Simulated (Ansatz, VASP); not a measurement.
One calculation of GaSb, two programs

File POSCAR:

```
GaSb
1.0
    0.0000000000      3.0353690050      3.0353690050
    3.0353690050      0.0000000000      3.0353690050
    3.0353690050      3.0353690050      0.0000000000
Ga Sb
1 1
Direct
    0.0000000000      0.0000000000      0.0000000000
    0.2500000000      0.2500000000      0.2500000000
```

Contents of INCAR.step1:

```
ALGO = Normal
EDIFF = 1E-5
EDIFFG = -0.01
ENCUT = 500
GGA = PE
GGA_COMPAT = F
IBRION = 2
ISMEAR = 0
LASPH = T
LCHARG = F
LREAL = F
LWAVE = T
NELM = 120
NELMIN = 4
NSW = 100
PREC = Accurate
SIGMA = 0.02
```

Contents of INCAR.step2:

```
ALGO = Normal
EDIFF = 1E-7
EDIFFG = -0.002
ENCUT = 500
GGA_COMPAT = F
IBRION = 2
ISIF = 2
ISMEAR = 0
ISTART = 1
LASPH = T
LCHARG = F
LMIXTAU = T
LREAL = F
LWAVE = F
METAGGA = R2SCAN
NELM = 120
NELMIN = 4
NSW = 60
PREC = Accurate
SIGMA = 0.02
```

File KPOINTS:

```
k-points
0
Gamma
  8 8 8
```

Input for Ansatz:

```yaml
crystal:
  lattice:
    - [0.0, 3.0353690058, 3.0353690058]
    - [3.0353690058, 0.0, 3.0353690058]
    - [3.0353690058, 3.0353690058, 0.0]
  atoms:
    - { symbol: Ga, position: [0.0, 0.0, 0.0] }
    - { symbol: Sb, position: [0.25, 0.25, 0.25] }
basis:
  ecutwfc: 500
kpoints:
  mp_grid: { grid: [8, 8, 8] }
hamiltonian:
  xc: r2scan
  pseudopotentials: { kind: paw }
scf:
  occupations: { method: gaussian, width: 0.02 }
output:
  forces: true
  stress: true
  eigenvalues: true
relax:
  adjacent_minimum: "off"
  f_tol: 0.002
  max_steps: 40
```

Change from the starting cell: strained cell.

Alike in both runs: task relaxation of the atoms; functional r2SCAN; k mesh 8 × 8 × 8; occupations gaussian, width 0.02 eV; no spin polarisation.

```csv
,VASP,Ansatz
version,VASP 6.6.1,Ansatz 0.2.0
potentials or method,"VASP PAW PBE potentials, release 64 (Ga_d, Sb), cutoff 500 eV","scalar-relativistic, plane waves, PAW"
valence electrons in the cell,18,28
```

VASP gave:

- gap on the k mesh at the Fermi level, each at its own relaxed structure (eV): 0.63

Problem. Which values does Ansatz return?

Solution. gap on the k mesh at the Fermi level, each at its own relaxed structure (eV): 0.64.

VASP's potentials were made for PBE, not for r2SCAN. VASP's potentials hold 18 valence electrons a cell and Ansatz's 28, so a difference there can come from the potentials and not from the codes. Ansatz's warnings: stress scf threshold loose.

Neither program's run includes spin-orbit coupling. Noted on VASP's run: the relaxation stopped at its first step, so nothing moved.
